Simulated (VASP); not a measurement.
# Ti2SiGe2 (P-3m1) in VASP: a series of runs

Runs on Ti2SiGe2. Level: PBE. Tasks: single point.

Program: VASP 6.6.1. These are calculated values, not measurements. Logs are shortened: lines on timing, memory, paths and dates and some standing lists are left out, and cuts for length are marked.

### 1 The cell of the first run

Symmetry: P-3m1, No. 164, trigonal system. Conventional cell: a = 3.621 Å, b = 3.621 Å, c = 6.955 Å, α = 90.00°, β = 90.00°, γ = 120.00°. Ti (site symmetry 3m) has 3 Si at 2.12 Å and 3 Ti at 2.19 Å within 2.8 Å. Within 2.8 Å of Si (site symmetry -3m) lie 6 Ti at 2.12 Å and 2 Ge at 2.56 Å. Within 2.4 Å of Ge (site symmetry 3m) lie 1 Ge at 1.84 Å.

### 2 Single point, PBE

INCAR

```
SYSTEM = Ti2SiGe2
PREC = Accurate
ENCUT = 520
EDIFF = 1E-6
ISMEAR = 0
SIGMA = 0.1
LREAL = .False.
LASPH = .True.
NELM = 100
ALGO = Normal
ISIF = 2
LWAVE = .False.
LCHARG = .False.
GGA = PE
NBANDS = 36
```

KPOINTS

```
regular mesh
0
Gamma
  6 6 4
  0 0 0
```

POSCAR

```
Ti2SiGe2
1.0
    3.6212591000      0.0000000000      0.0000000000
   -1.8106295500      3.1361023700      0.0000000000
    0.0000000000      0.0000000000      6.9545472000
Ti Si Ge
2 1 2
Direct
    0.3333333300      0.6666666700      0.0463574200
    0.6666666700      0.3333333300      0.9536425800
    0.0000000000      0.0000000000      0.0000000000
    0.0000000000      0.0000000000      0.3679702900
    0.0000000000      0.0000000000      0.6320297100
```

Potentials or basis: VASP PAW PBE potentials, release 64 (Ti_sv, Si, Ge_d).

Command:

```console
$ cat potpaw_PBE.64/Ti_sv/POTCAR potpaw_PBE.64/Si/POTCAR potpaw_PBE.64/Ge_d/POTCAR > POTCAR
$ mpirun -np 1 vasp_std > vasp.out
```

OUTCAR:

```text
SYSTEM = Ti2SiGe2
   PREC = Accurate
   ENCUT = 520
   EDIFF = 1E-6
   ISMEAR = 0
   LREAL = .False.
   LASPH = .True.
   NELM = 100
   ISIF = 2
   GGA = PE

 ion  position               nearest neighbor table
   1  0.333  0.667  0.046-   3 2.12   3 2.12   3 2.12   2 2.19   2 2.19   2 2.19
   2  0.667  0.333  0.954-   3 2.12   3 2.12   3 2.12   1 2.19   1 2.19   1 2.19
   3  0.000  0.000  0.000-   1 2.12   2 2.12   1 2.12   2 2.12   2 2.12   1 2.12   4 2.56   5 2.56

   4  0.000  0.000  0.368-   5 1.84   3 2.56
   5  0.000  0.000  0.632-   4 1.84   3 2.56

  LATTYP: Found a hexagonal cell.
 ALAT       =     3.6212591000
 C/A-ratio  =     1.9204776593

  Lattice vectors:

 A1 = (   3.6212591000,   0.0000000000,   0.0000000000)
 A2 = (  -1.8106295500,   3.1361023700,   0.0000000000)
 A3 = (   0.0000000000,   0.0000000000,   6.9545472000)

Analysis of symmetry for initial positions (statically):
=====================================================================
 Subroutine PRICEL returns:
 Original cell was already a primitive cell.

 Routine SETGRP: Setting up the symmetry group for a
 hexagonal supercell.

 Subroutine GETGRP returns: Found 12 space group operations
 (whereof 12 operations were pure point group operations)
 out of a pool of 24 trial point group operations.

The static configuration has the point symmetry D_3d.

Analysis of symmetry for dynamics (positions and initial velocities):
=====================================================================
 Subroutine PRICEL returns:
 Original cell was already a primitive cell.

 Routine SETGRP: Setting up the symmetry group for a
 hexagonal supercell.

 Subroutine GETGRP returns: Found 12 space group operations
 (whereof 12 operations were pure point group operations)
 out of a pool of 24 trial point group operations.

The dynamic configuration has the point symmetry D_3d.

 Subroutine INISYM returns: Found 12 space group operations
 (whereof 12 operations are pure point group operations),
 and found     1 'primitive' translations

----------------------------------------------------------------------------------------

                                     Primitive cell

  volume of cell :      78.9803

  direct lattice vectors                    reciprocal lattice vectors
     3.621259100  0.000000000  0.000000000     0.276147045  0.159433571  0.000000000
    -1.810629550  3.136102370  0.000000000     0.000000000  0.318867142  0.000000000
     0.000000000  0.000000000  6.954547200     0.000000000  0.000000000  0.143790814

  length of vectors
     3.621259100  3.621259096  6.954547200     0.318867142  0.318867142  0.143790814

  position of ions in fractional coordinates (direct lattice)
     0.333333330  0.666666670  0.046357420
     0.666666670  0.333333330  0.953642580
     0.000000000  0.000000000  0.000000000
     0.000000000  0.000000000  0.367970290
     0.000000000  0.000000000  0.632029710

  ion indices of the primitive-cell ions
   primitive index   ion index
                 1           1
                 2           2
                 3           3
                 4           4
                 5           5

----------------------------------------------------------------------------------------

 KPOINTS: regular mesh

Automatic generation of k-mesh.
 Grid dimensions read from file:
 generate k-points for:    6    6    4

 Generating k-lattice:

  Cartesian coordinates                     Fractional coordinates (reciprocal lattice)
     0.046024508  0.026572262  0.000000000     0.166666667  0.000000000  0.000000000
     0.000000000  0.053144524  0.000000000     0.000000000  0.166666667  0.000000000
     0.000000000  0.000000000  0.035947703     0.000000000  0.000000000  0.250000000

  Length of vectors
     0.053144524  0.053144524  0.035947703

  Shift w.r.t. Gamma in fractional coordinates (k-lattice)
     0.000000000  0.000000000  0.000000000

 Subroutine IBZKPT returns following result:
 ===========================================

 Found     24 irreducible k-points:

 Following reciprocal coordinates:
            Coordinates               Weight
  0.000000  0.000000  0.000000      1.000000
  0.166667  0.000000  0.000000      6.000000
  0.333333  0.000000  0.000000      6.000000
  0.500000  0.000000  0.000000      3.000000
  0.166667  0.166667  0.000000      6.000000
  0.333333  0.166667  0.000000     12.000000
[... 16 lines left out ...]
  0.333333  0.166667  0.500000     12.000000
  0.333333  0.333333  0.500000      2.000000
   k-points           NKPTS =     24   k-points in BZ     NKDIM =     24   number of bands    NBANDS=     36
   number of dos      NEDOS =    301   number of ions     NIONS =      5
   total plane-waves  NPLWV =  42336
   dimension x,y,z NGX =    28 NGY =   28 NGZ =   54
   dimension x,y,z NGXF=    56 NGYF=   56 NGZF=  108
   ions per type =               2   1   2
   NGX,Y,Z   is equivalent  to a cutoff of  12.85, 12.85, 12.91 a.u.
   NGXF,Y,Z  is equivalent  to a cutoff of  25.71, 25.71, 25.82 a.u.
 SYSTEM =  Ti2SiGe2
   PREC   = accura    normal or accurate (medium, high low for compatibility)
   ISTART =      0    job   : 0-new  1-cont  2-samecut
   ICHARG =      2    charge: 1-file 2-atom 10-const
   ISPIN  =      1    spin polarized calculation?
   LNONCOLLINEAR =      F non collinear calculations
   LSORBIT =      F    spin-orbit coupling
   LASPH  =      T    aspherical Exc in radial PAW
   ENCUT  =  520.0 eV  38.22 Ry    6.18 a.u.   6.73  6.73 12.93*2*pi/ulx,y,z
   NELM   =    100;   NELMIN=  2; NELMDL= -5     # of ELM steps
   EDIFF  = 0.1E-05   stopping-criterion for ELM
   LREAL  =      F    real-space projection
   EDIFFG = 0.1E-04   stopping-criterion for IOM
   NSW    =      0    number of steps for IOM
   IBRION =     -1    ionic relax: 0-MD 1-quasi-New 2-CG
   NFREE  =      0    steps in history (QN), initial steepest desc. (CG)
   ISIF   =      2    stress and relaxation
   ISYM   =      2    0-nonsym 1-usesym 2-fastsym
   POTIM  = 0.5000    time-step for ionic-motion
   TEBEG  =    0.0;   TEEND  =   0.0 temperature during run
   PSTRESS=    0.0 pullay stress
   NELECT =      56.0000    total number of electrons
   NUPDOWN=      -1.0000    fix difference up-down
   EMIN   =  10.00;   EMAX   =-10.00  energy-range for DOS
   EFERMI =   0.00;   METHOD = LEGACY
   ISMEAR =     0;   SIGMA  =   0.10  broadening in eV -4-tet -1-fermi 0-gaus
   EFERMI_NEDOS =   21; number of points for ismear=-14 and -15
   IALGO  =     38    algorithm
   IMIX   =      4    mixing-type and parameters
     AMIX     =   0.40;   BMIX     =  1.00
     AMIX_MAG =   1.60;   BMIX_MAG =  1.00
  volume/ion in A,a.u.               =      15.80       106.60
  Fermi-wavevector in a.u.,A,eV,Ry     =   1.459815  2.758651 28.994846  2.131061
  Thomas-Fermi vector in A             =   2.576338
   LORBIT       =      0    0 simple, 1 ext, 2 COOP (PROOUT), +10 PAW based schemes
   GGA     = PE    functional components
   LHFCALC =     F    Hartree Fock is set to
   AEXX    =    0.0000 exact exchange contribution
   IVDW    =     0    specifies the selected vdW correction
   LEPSILON=     F    determine dielectric tensor
   LRPA    =     F    only Hartree local field effects (RPA)
 non-spin polarized calculation
 Gauss-broadening in eV      SIGMA  =   0.10
  energy-cutoff  :      520.00
  volume of cell :       78.98
 maximum number of plane-waves:      2148
 NGX is ok and might be reduce to    28
   NGX = 13   NGY = 13   NGZ = 25

 number of electron      55.9999982 magnetization

 Free energy of the ion-electron system (eV)
  ---------------------------------------------------
  ext. energy  EPLUGINS =         0.00000000
  ---------------------------------------------------
  free energy    TOTEN  =       -16.58817057 eV

  energy without entropy =      -16.56653835  energy(sigma->0) =      -16.57735446

 E-fermi :   8.2371     XC(G=0): -11.3463

 val. band max:        8.2351315402   @ k =   0.1667   0.1667   0.2500
 cond. band min:       8.2519316924   @ k =   0.3333   0.0000   0.5000
 fundamental gap:      0.0168001522
 Fermi energy:         8.2371080950

 k-point     1 :       0.0000    0.0000    0.0000
  band No.  band energies     occupation
      1     -48.2153      2.00000
      2     -47.0180      2.00000
      3     -25.3062      2.00000
      4     -25.3062      2.00000
      5     -23.9536      2.00000
      6     -23.6609      2.00000
[... 28 lines left out ...]
     35      12.4541      0.00000
     36      13.8960      0.00000

 k-point     2 :       0.1667    0.0000    0.0000
  band No.  band energies     occupation
      1     -48.1474      2.00000
      2     -47.0927      2.00000
      3     -25.3911      2.00000
      4     -25.2965      2.00000
      5     -23.8895      2.00000
      6     -23.8469      2.00000
[... 28 lines left out ...]
     35      12.4920      0.00000
     36      12.8385      0.00000

 k-point     3 :       0.3333    0.0000    0.0000
  band No.  band energies     occupation
      1     -47.9708      2.00000
      2     -47.2828      2.00000
      3     -25.5409      2.00000
      4     -25.2697      2.00000
      5     -24.1623      2.00000
      6     -23.7002      2.00000
[... 28 lines left out ...]
     35      12.0570      0.00000
     36      13.1770      0.00000
[... 742 lines left out ...]
 k-point    23 :       0.3333    0.1667    0.5000
  band No.  band energies     occupation
      1     -47.8281      2.00000
      2     -47.4321      2.00000
      3     -25.7225      2.00000
      4     -25.0662      2.00000
      5     -24.3705      2.00000
      6     -23.5808      2.00000
[... 28 lines left out ...]
     35      12.1585      0.00000
     36      12.5237      0.00000

 k-point    24 :       0.3333    0.3333    0.5000
  band No.  band energies     occupation
      1     -47.6317      2.00000
      2     -47.6317      2.00000
      3     -25.8327      2.00000
      4     -24.7108      2.00000
      5     -24.7108      2.00000
      6     -23.3900      2.00000
[... 28 lines left out ...]
     35      12.1696      0.00000
     36      12.7497      0.00000

------------------------ aborting loop because EDIFF is reached ----------------------------------------

  FORCE on cell =-STRESS in cart. coord.  units (eV):
  Direction    XX          YY          ZZ          XY          YZ          ZX
  --------------------------------------------------------------------------------------
  -------------------------------------------------------------------------------------
  Total       39.8013542     39.8013541     30.9344934     -0.0000000     -0.0000000     -0.0000000
  in kB      807.4018526    807.4018504    627.5305911     -0.0000000     -0.0000000     -0.0000000
  external PRESSURE =     747.4447647 kB  Pullay stress =       0.0000000 kB

 VOLUME and BASIS-vectors are now :
 -----------------------------------------------------------------------------
  energy-cutoff  :      520.00
  volume of cell :       78.98
      direct lattice vectors                 reciprocal lattice vectors
     3.621259100  0.000000000  0.000000000     0.276147045  0.159433571  0.000000000
    -1.810629550  3.136102370  0.000000000     0.000000000  0.318867142  0.000000000
     0.000000000  0.000000000  6.954547200     0.000000000  0.000000000  0.143790814

 POSITION                                       TOTAL-FORCE (eV/Angst)
 -----------------------------------------------------------------------------------
     -0.00000      2.09073      0.32239        -0.000000      0.000000      5.153012
      1.81063      1.04537      6.63215         0.000000     -0.000000     -5.153012
      0.00000      0.00000      0.00000        -0.000000      0.000000      0.000000
      0.00000      0.00000      2.55907         0.000000      0.000000    -17.346110
      0.00000      0.00000      4.39548        -0.000000      0.000000     17.346110
 -----------------------------------------------------------------------------------
    total drift:                                0.000000      0.000000      0.000000

  FREE ENERGIE OF THE ION-ELECTRON SYSTEM (eV)
  ---------------------------------------------------
  free  energy   TOTEN  =       -16.5881705697 eV

  energy  without entropy=      -16.5665383494  energy(sigma->0) =      -16.57735446
```

It took 46 s on 1 thread of Intel Xeon Platinum 8559C (Emerald Rapids), shared host; peak memory 0.22 GiB.

What came out:

```
Free energy            : -16.5882 eV
Pressure               : 74.7 GPa
Largest force          : 17.346 eV/Å
Band gap on the k mesh : zero (band 28 reaches 9.80 eV, above the bottom of band 29 at 7.76 eV)
```

Forces on the atoms (eV/Å):
```
Ti    0.000   0.000   5.153
Ti    0.000   0.000  -5.153
Si    0.000   0.000   0.000
Ge    0.000   0.000 -17.346
Ge    0.000   0.000  17.346
```

Caveat: forces of over 1 eV/Å act on the atoms, so gaps and moduli don't describe the material at rest.

### 3 Single point, PBE

This run uses another cell than the first one, of 16.56 Å³/atom, 1.048 times its volume.

INCAR

```
SYSTEM = Ti2SiGe2
  PREC = Accurate
  ENCUT = 520
  EDIFF = 1E-6
  ISMEAR = 0
  SIGMA = 0.1
  LREAL = .FALSE.
  LASPH = .TRUE.
  NELM = 100
  ALGO = Normal
  ISIF = 2
  LWAVE = .FALSE.
  LCHARG = .FALSE.
  GGA = PE
  NBANDS = 36
```

KPOINTS

```
regular mesh
0
G
  6 6 4
  0 0 0
```

POSCAR

```
Ti2SiGe2
1.0
    2.9899148990      0.0000000000      0.0000000000
   -1.4949574495      2.5893422577      0.0000000000
    0.0000000000      0.0000000000     10.6919155831
Ti Si Ge
2 1 2
Direct
    0.3333333333      0.6666666667      0.1933599252
    0.6666666667      0.3333333333      0.8066400748
    0.0000000000      0.0000000000      0.0000000000
    0.0000000000      0.0000000000      0.3834906160
    0.0000000000      0.0000000000      0.6165093840
```

Potentials or basis: VASP PAW PBE potentials, release 64 (Ti_sv, Si, Ge_d).

Command:

```console
$ cat potpaw_PBE.64/Ti_sv/POTCAR potpaw_PBE.64/Si/POTCAR potpaw_PBE.64/Ge_d/POTCAR > POTCAR
$ mpirun -np 1 vasp_std > vasp.out
```

OUTCAR:

```text
SYSTEM = Ti2SiGe2
   PREC = Accurate
   ENCUT = 520
   EDIFF = 1E-6
   ISMEAR = 0
   LREAL = .FALSE.
   LASPH = .TRUE.
   NELM = 100
   ISIF = 2
   GGA = PE

 ion  position               nearest neighbor table
   1  0.333  0.667  0.193-   4 2.67   4 2.67   4 2.67   3 2.69   3 2.69   3 2.69
   2  0.667  0.333  0.807-   5 2.67   5 2.67   5 2.67   3 2.69   3 2.69   3 2.69
   3  0.000  0.000  0.000-   1 2.69   2 2.69   2 2.69   1 2.69   2 2.69   1 2.69
   4  0.000  0.000  0.383-   5 2.49   1 2.67   1 2.67   1 2.67
   5  0.000  0.000  0.617-   4 2.49   2 2.67   2 2.67   2 2.67

  LATTYP: Found a hexagonal cell.
 ALAT       =     2.9899148990
 C/A-ratio  =     3.5759932788

  Lattice vectors:

 A1 = (   2.9899148990,   0.0000000000,   0.0000000000)
 A2 = (  -1.4949574495,   2.5893422577,   0.0000000000)
 A3 = (   0.0000000000,   0.0000000000,  10.6919155831)

Analysis of symmetry for initial positions (statically):
=====================================================================
 Subroutine PRICEL returns:
 Original cell was already a primitive cell.

 Routine SETGRP: Setting up the symmetry group for a
 hexagonal supercell.
[... 174 lines left out ...]

 val. band max:        8.4127700933   @ k =   0.1667  -0.0000   0.5000
 cond. band min:       8.5427949968   @ k =   0.1667  -0.0000   0.5000
 fundamental gap:      0.1300249034
 Fermi energy:         8.5044499514

 k-point     1 :       0.0000    0.0000    0.0000
  band No.  band energies     occupation
      1     -48.2947      2.00000
      2     -48.2945      2.00000
      3     -24.6241      2.00000
      4     -24.6160      2.00000
      5     -24.3489      2.00000
      6     -24.3489      2.00000
[... 925 lines left out ...]
     35      11.1510      0.00000
     36      11.4171      0.00000

------------------------ aborting loop because EDIFF is reached ----------------------------------------

  FORCE on cell =-STRESS in cart. coord.  units (eV):
  Direction    XX          YY          ZZ          XY          YZ          ZX
  --------------------------------------------------------------------------------------
  -------------------------------------------------------------------------------------
  Total       -0.0046636     -0.0046636      0.1540141      0.0000000      0.0000000      0.0000000
  in kB       -0.0902666     -0.0902666      2.9810358      0.0000000      0.0000000      0.0000000
  external PRESSURE =       0.9335008 kB  Pullay stress =       0.0000000 kB

 VOLUME and BASIS-vectors are now :
 -----------------------------------------------------------------------------
  energy-cutoff  :      520.00
  volume of cell :       82.78
      direct lattice vectors                 reciprocal lattice vectors
     2.989914899  0.000000000  0.000000000     0.334457680  0.193099231  0.000000000
    -1.494957449  2.589342258  0.000000000     0.000000000  0.386198463  0.000000000
     0.000000000  0.000000000 10.691915583     0.000000000  0.000000000  0.093528610

 POSITION                                       TOTAL-FORCE (eV/Angst)
 -----------------------------------------------------------------------------------
     -0.00000      1.72623      2.06739         0.000000     -0.000000     -0.008063
      1.49496      0.86311      8.62453         0.000000     -0.000000      0.008063
      0.00000      0.00000      0.00000         0.000000     -0.000000      0.000000
      0.00000      0.00000      4.10025        -0.000000      0.000000      0.008175
      0.00000      0.00000      6.59167         0.000000      0.000000     -0.008175
 -----------------------------------------------------------------------------------
    total drift:                               -0.000000      0.000000      0.000000

  FREE ENERGIE OF THE ION-ELECTRON SYSTEM (eV)
  ---------------------------------------------------
  free  energy   TOTEN  =       -31.2169637431 eV

  energy  without entropy=      -31.2051940017  energy(sigma->0) =      -31.21107887
```

stdout:

```text
POSCAR found type information on POSCAR TiSiGe
 POSCAR found :  3 types and       5 ions
 scaLAPACK will be used
 LDA part: xc-table for (Slater+PW92), standard interpolation
 POSCAR, INCAR and KPOINTS ok, starting setup
 FFT: planning ... GRIDC
 FFT: planning ... GRID_SOFT
 FFT: planning ... GRID
 WAVECAR not read
 entering main loop
```

It took 34 s on 1 thread of Intel Xeon Platinum 8559C (Emerald Rapids), shared host; peak memory 0.24 GiB.

Results:

```
Free energy            : -31.2170 eV
Pressure               : 0.1 GPa
Largest force          : 0.008 eV/Å
Band gap on the k mesh : zero (band 28 reaches 9.52 eV, above the bottom of band 29 at 6.36 eV)
```

Forces on the atoms (eV/Å):
```
Ti   0.000  0.000 -0.008
Ti   0.000  0.000  0.008
Si   0.000  0.000  0.000
Ge   0.000  0.000  0.008
Ge   0.000  0.000 -0.008
```

Stress tensor (GPa, compression positive):
```
-0.01  0.00  0.00
 0.00 -0.01  0.00
 0.00  0.00  0.30
```

Caveat: the k points lie up to 0.40 Å⁻¹ apart.
